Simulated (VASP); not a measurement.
# MgI2 (P-3m1) in VASP: further runs

MgI2 is run at these levels: LDA; tasks: single point.

Program: VASP 6.6.1. These are calculated values, not measurements. Logs are shortened: lines on timing, memory, paths and dates and some standing lists are left out, and cuts for length are marked.

## Step 1: The cell of the first run

The structure is trigonal, space group P-3m1 (No. 164). The conventional cell has a = 4.041 Å, b = 4.041 Å, c = 6.629 Å, α = 90.00°, β = 90.00°, γ = 120.00°. Within 3.7 Å of Mg (site symmetry -3m) lie 6 I at 2.80 Å. Within 3.7 Å of I (site symmetry 3m) lie 3 Mg at 2.80 Å.

## Step 2: Single point, LDA

INCAR reads:

```
SYSTEM = MgI2
PREC = Accurate
ENCUT = 520
EDIFF = 1E-7
ISMEAR = 0
SIGMA = 0.05
LREAL = .FALSE.
LASPH = .TRUE.
NELM = 80
ALGO = Normal
ISIF = 2
LWAVE = .FALSE.
LCHARG = .FALSE.
GGA = CA
NBANDS = 15
```

KPOINTS reads:

```
regular mesh
0
G
  6 6 4
  0 0 0
```

POSCAR reads:

```
MgI2
1.0
    4.0409034065      0.0000000000      0.0000000000
   -2.0204517033      3.4995250043      0.0000000000
    0.0000000000      0.0000000000      6.6285688777
Mg I
1 2
Direct
    0.0000000000      0.0000000000      0.0000000000
    0.3333333333      0.6666666667      0.7672995888
    0.6666666667      0.3333333333      0.2327004112
```

Potentials or basis: VASP PAW LDA potentials, release 64 (Mg, I).

Command:

```bash
cat potpaw_LDA.64/Mg/POTCAR potpaw_LDA.64/I/POTCAR > POTCAR
mpirun -np 1 vasp_std > vasp.out
```

OUTCAR:

```text
SYSTEM = MgI2
   PREC = Accurate
   ENCUT = 520
   EDIFF = 1E-7
   ISMEAR = 0
   LREAL = .FALSE.
   LASPH = .TRUE.
   NELM = 80
   ISIF = 2
   GGA = CA

 ion  position               nearest neighbor table
   1  0.000  0.000  0.000-   2 2.80   3 2.80   3 2.80   2 2.80   3 2.80   2 2.80
   2  0.333  0.667  0.767-   1 2.80   1 2.80   1 2.80
   3  0.667  0.333  0.233-   1 2.80   1 2.80   1 2.80

  LATTYP: Found a hexagonal cell.
 ALAT       =     4.0409034065
 C/A-ratio  =     1.6403680590

  Lattice vectors:

 A1 = (   4.0409034065,   0.0000000000,   0.0000000000)
 A2 = (  -2.0204517033,   3.4995250043,   0.0000000000)
 A3 = (   0.0000000000,   0.0000000000,   6.6285688777)

Analysis of symmetry for initial positions (statically):
=====================================================================
 Subroutine PRICEL returns:
 Original cell was already a primitive cell.

 Routine SETGRP: Setting up the symmetry group for a
 hexagonal supercell.

 Subroutine GETGRP returns: Found 12 space group operations
 (whereof 12 operations were pure point group operations)
 out of a pool of 24 trial point group operations.

The static configuration has the point symmetry D_3d.

Analysis of symmetry for dynamics (positions and initial velocities):
=====================================================================
 Subroutine PRICEL returns:
 Original cell was already a primitive cell.

 Routine SETGRP: Setting up the symmetry group for a
 hexagonal supercell.

 Subroutine GETGRP returns: Found 12 space group operations
 (whereof 12 operations were pure point group operations)
 out of a pool of 24 trial point group operations.

The dynamic configuration has the point symmetry D_3d.

 Subroutine INISYM returns: Found 12 space group operations
 (whereof 12 operations are pure point group operations),
 and found     1 'primitive' translations

----------------------------------------------------------------------------------------

                                     Primitive cell

  volume of cell :      93.7362

  direct lattice vectors                    reciprocal lattice vectors
     4.040903407  0.000000000  0.000000000     0.247469414  0.142876533  0.000000000
    -2.020451703  3.499525004  0.000000000     0.000000000  0.285753066  0.000000000
     0.000000000  0.000000000  6.628568878     0.000000000  0.000000000  0.150862127

  length of vectors
     4.040903407  4.040903407  6.628568878     0.285753066  0.285753066  0.150862127

  position of ions in fractional coordinates (direct lattice)
     0.000000000  0.000000000  0.000000000
     0.333333333  0.666666667  0.767299589
     0.666666667  0.333333333  0.232700411

  ion indices of the primitive-cell ions
   primitive index   ion index
                 1           1
                 2           2
                 3           3

----------------------------------------------------------------------------------------

 KPOINTS: regular mesh

Automatic generation of k-mesh.
 Grid dimensions read from file:
 generate k-points for:    6    6    4

 Generating k-lattice:

  Cartesian coordinates                     Fractional coordinates (reciprocal lattice)
     0.041244902  0.023812756  0.000000000     0.166666667  0.000000000  0.000000000
     0.000000000  0.047625511  0.000000000     0.000000000  0.166666667  0.000000000
     0.000000000  0.000000000  0.037715532     0.000000000  0.000000000  0.250000000

  Length of vectors
     0.047625511  0.047625511  0.037715532

  Shift w.r.t. Gamma in fractional coordinates (k-lattice)
     0.000000000  0.000000000  0.000000000

 Subroutine IBZKPT returns following result:
 ===========================================

 Found     24 irreducible k-points:

 Following reciprocal coordinates:
            Coordinates               Weight
  0.000000  0.000000  0.000000      1.000000
  0.166667  0.000000  0.000000      6.000000
  0.333333  0.000000  0.000000      6.000000
  0.500000  0.000000  0.000000      3.000000
  0.166667  0.166667  0.000000      6.000000
  0.333333  0.166667  0.000000     12.000000
[... 16 lines left out ...]
  0.333333  0.166667  0.500000     12.000000
  0.333333  0.333333  0.500000      2.000000
   k-points           NKPTS =     24   k-points in BZ     NKDIM =     24   number of bands    NBANDS=     15
   number of dos      NEDOS =    301   number of ions     NIONS =      3
   total plane-waves  NPLWV =  45000
   dimension x,y,z NGX =    30 NGY =   30 NGZ =   50
   dimension x,y,z NGXF=    60 NGYF=   60 NGZF=  100
   ions per type =               1   2
   NGX,Y,Z   is equivalent  to a cutoff of  12.34, 12.34, 12.54 a.u.
   NGXF,Y,Z  is equivalent  to a cutoff of  24.68, 24.68, 25.08 a.u.
 SYSTEM =  MgI2
   PREC   = accura    normal or accurate (medium, high low for compatibility)
   ISTART =      0    job   : 0-new  1-cont  2-samecut
   ICHARG =      2    charge: 1-file 2-atom 10-const
   ISPIN  =      1    spin polarized calculation?
   LNONCOLLINEAR =      F non collinear calculations
   LSORBIT =      F    spin-orbit coupling
   LASPH  =      T    aspherical Exc in radial PAW
   ENCUT  =  520.0 eV  38.22 Ry    6.18 a.u.   7.51  7.51 12.32*2*pi/ulx,y,z
   NELM   =     80;   NELMIN=  2; NELMDL= -5     # of ELM steps
   EDIFF  = 0.1E-06   stopping-criterion for ELM
   LREAL  =      F    real-space projection
   EDIFFG = 0.1E-05   stopping-criterion for IOM
   NSW    =      0    number of steps for IOM
   IBRION =     -1    ionic relax: 0-MD 1-quasi-New 2-CG
   NFREE  =      0    steps in history (QN), initial steepest desc. (CG)
   ISIF   =      2    stress and relaxation
   ISYM   =      2    0-nonsym 1-usesym 2-fastsym
   POTIM  = 0.5000    time-step for ionic-motion
   TEBEG  =    0.0;   TEEND  =   0.0 temperature during run
   PSTRESS=    0.0 pullay stress
   NELECT =      16.0000    total number of electrons
   NUPDOWN=      -1.0000    fix difference up-down
   EMIN   =  10.00;   EMAX   =-10.00  energy-range for DOS
   EFERMI =   0.00;   METHOD = LEGACY
   ISMEAR =     0;   SIGMA  =   0.05  broadening in eV -4-tet -1-fermi 0-gaus
   EFERMI_NEDOS =   21; number of points for ismear=-14 and -15
   IALGO  =     38    algorithm
   IMIX   =      4    mixing-type and parameters
     AMIX     =   0.40;   BMIX     =  1.00
     AMIX_MAG =   1.60;   BMIX_MAG =  1.00
  volume/ion in A,a.u.               =      31.25       210.85
  Fermi-wavevector in a.u.,A,eV,Ry     =   0.908125  1.716108 11.220607  0.824691
  Thomas-Fermi vector in A             =   2.032014
   LORBIT       =      0    0 simple, 1 ext, 2 COOP (PROOUT), +10 PAW based schemes
   GGA     = CA    functional components
   LHFCALC =     F    Hartree Fock is set to
   AEXX    =    0.0000 exact exchange contribution
   IVDW    =     0    specifies the selected vdW correction
   LEPSILON=     F    determine dielectric tensor
   LRPA    =     F    only Hartree local field effects (RPA)
 non-spin polarized calculation
 Gauss-broadening in eV      SIGMA  =   0.05
  energy-cutoff  :      520.00
  volume of cell :       93.74
 maximum number of plane-waves:      2557
   NGX = 15   NGY = 15   NGZ = 25

 number of electron      15.9999998 magnetization

 Free energy of the ion-electron system (eV)
  ---------------------------------------------------
  ext. energy  EPLUGINS =         0.00000000
  ---------------------------------------------------
  free energy    TOTEN  =        -9.00046662 eV

  energy without entropy =       -9.00046662  energy(sigma->0) =       -9.00046662

 E-fermi :   3.3271     XC(G=0):  -8.8809

 val. band max:        3.1180146044   @ k =   0.0000   0.0000   0.0000
 cond. band min:       6.4384607530   @ k =   0.5000   0.0000   0.2500
 fundamental gap:      3.3204461485
 Fermi energy:         3.3271238050

 k-point     1 :       0.0000    0.0000    0.0000
  band No.  band energies     occupation
      1      -9.6453      2.00000
      2      -8.6410      2.00000
      3      -0.9582      2.00000
      4       2.3423      2.00000
      5       2.3423      2.00000
      6       2.8612      2.00000
      7       2.8612      2.00000
      8       3.1180      2.00000
      9       6.9646      0.00000
     10       7.5456      0.00000
     11       9.5637      0.00000
     12       9.5637      0.00000
     13      10.3589      0.00000
     14      10.9680      0.00000
     15      10.9680      0.00000

 k-point     2 :       0.1667    0.0000    0.0000
  band No.  band energies     occupation
      1      -9.4692      2.00000
      2      -8.5572      2.00000
      3      -0.7464      2.00000
      4       1.1736      2.00000
      5       1.8856      2.00000
      6       1.9672      2.00000
      7       2.8126      2.00000
      8       3.0134      2.00000
      9       7.8542      0.00000
     10       8.2741      0.00000
     11       9.1923      0.00000
     12      10.0621      0.00000
     13      10.1561      0.00000
     14      10.9260      0.00000
     15      11.3730      0.00000

 k-point     3 :       0.3333    0.0000    0.0000
  band No.  band energies     occupation
      1      -9.0368      2.00000
      2      -8.4169      2.00000
      3      -0.6544      2.00000
      4      -0.0943      2.00000
      5       0.7565      2.00000
      6       1.4515      2.00000
      7       2.5225      2.00000
      8       2.5756      2.00000
      9       6.9021      0.00000
     10       8.4498      0.00000
     11       8.9840      0.00000
     12      10.2387      0.00000
     13      11.0776      0.00000
     14      11.8157      0.00000
     15      11.9911      0.00000

 k-point     4 :       0.5000    0.0000    0.0000
  band No.  band energies     occupation
      1      -8.7183      2.00000
      2      -8.4168      2.00000
      3      -1.2065      2.00000
      4      -0.3312      2.00000
      5       0.9187      2.00000
      6       1.2447      2.00000
      7       1.9824      2.00000
      8       2.4450      2.00000
      9       6.4522      0.00000
     10       8.2801      0.00000
     11       8.4837      0.00000
     12      10.0854      0.00000
     13      11.6440      0.00000
     14      12.6107      0.00000
     15      12.7878      0.00000
[... 307 lines left out ...]
 k-point    22 :       0.1667    0.1667    0.5000
  band No.  band energies     occupation
      1      -9.0446      2.00000
      2      -8.5923      2.00000
      3      -0.3519      2.00000
      4       0.1208      2.00000
      5       1.0962      2.00000
      6       1.8628      2.00000
      7       2.0705      2.00000
      8       2.2925      2.00000
      9       7.8731      0.00000
     10       8.7360      0.00000
     11       9.4541      0.00000
     12      10.2821      0.00000
     13      10.3710      0.00000
     14      10.4790      0.00000
     15      11.6996      0.00000

 k-point    23 :       0.3333    0.1667    0.5000
  band No.  band energies     occupation
      1      -8.6771      2.00000
      2      -8.4604      2.00000
      3      -1.0066      2.00000
      4      -0.4911      2.00000
      5       0.5877      2.00000
      6       1.2180      2.00000
      7       2.1908      2.00000
      8       2.4065      2.00000
      9       7.5158      0.00000
     10       8.5338      0.00000
     11       9.2820      0.00000
     12       9.8704      0.00000
     13      10.1553      0.00000
     14      11.2702      0.00000
     15      12.0546      0.00000

 k-point    24 :       0.3333    0.3333    0.5000
  band No.  band energies     occupation
      1      -8.4804      2.00000
      2      -8.4804      2.00000
      3      -0.7673      2.00000
      4      -0.3051      2.00000
      5      -0.3051      2.00000
      6       0.4570      2.00000
      7       2.4263      2.00000
      8       2.4263      2.00000
      9       8.2655      0.00000
     10       8.8586      0.00000
     11       8.8586      0.00000
     12      10.2357      0.00000
     13      11.3262      0.00000
     14      11.5510      0.00000
     15      11.6442      0.00000

------------------------ aborting loop because EDIFF is reached ----------------------------------------

  FORCE on cell =-STRESS in cart. coord.  units (eV):
  Direction    XX          YY          ZZ          XY          YZ          ZX
  --------------------------------------------------------------------------------------
  -------------------------------------------------------------------------------------
  Total        1.4784228      1.4784228      2.1658526     -0.0000000      0.0000000     -0.0000000
  in kB       25.2698051     25.2698051     37.0196352     -0.0000000      0.0000000     -0.0000000
  external PRESSURE =      29.1864152 kB  Pullay stress =       0.0000000 kB

 VOLUME and BASIS-vectors are now :
 -----------------------------------------------------------------------------
  energy-cutoff  :      520.00
  volume of cell :       93.74
      direct lattice vectors                 reciprocal lattice vectors
     4.040903407  0.000000000  0.000000000     0.247469414  0.142876533  0.000000000
    -2.020451703  3.499525004  0.000000000     0.000000000  0.285753066  0.000000000
     0.000000000  0.000000000  6.628568878     0.000000000  0.000000000  0.150862127

 POSITION                                       TOTAL-FORCE (eV/Angst)
 -----------------------------------------------------------------------------------
      0.00000      0.00000      0.00000         0.000000      0.000000      0.000000
     -0.00000      2.33302      5.08610         0.000000     -0.000000     -0.780619
      2.02045      1.16651      1.54247        -0.000000      0.000000      0.780619
 -----------------------------------------------------------------------------------
    total drift:                                0.000000     -0.000000      0.000000

  FREE ENERGIE OF THE ION-ELECTRON SYSTEM (eV)
  ---------------------------------------------------
  free  energy   TOTEN  =        -9.0004666171 eV

  energy  without entropy=       -9.0004666171  energy(sigma->0) =       -9.00046662
```

It took 20 s on 1 thread of Intel Xeon Platinum 8488C (Sapphire Rapids), shared host; peak memory 0.18 GiB.

Results:

```yaml
Free_energy: -9.0005 eV
Pressure: 2.9 GPa
Largest_force: 0.781 eV/Å
Band_gap_on_the_k_mesh: 3.32 eV, indirect (least direct gap 3.85 eV)
```

Forces on the atoms (eV/Å):
```
Mg   0.000  0.000  0.000
I    0.000  0.000 -0.781
I    0.000  0.000  0.781
```

Levels at points of the mesh, in eV from the valence-band top:
```
           k point  band 5  band 6  band 7  band 8  band 9  band 10  band 11  band 12
(0.00, 0.00, 0.00)   -0.78   -0.26   -0.26    0.00    3.85     4.43     6.45     6.45
(0.50, 0.00, 0.00)   -2.20   -1.87   -1.14   -0.67    3.33     5.16     5.37     6.97
(0.00, 0.00, 0.50)   -0.68   -0.68   -0.35   -0.35    4.59     4.70     6.25     6.25
(0.50, 0.00, 0.50)   -1.71   -1.38   -1.00   -0.92    3.43     5.02     5.37     5.88
```

Caveat: spin-orbit coupling is left out, which moves the levels of the heavy elements.

[end of part 1 of 2]
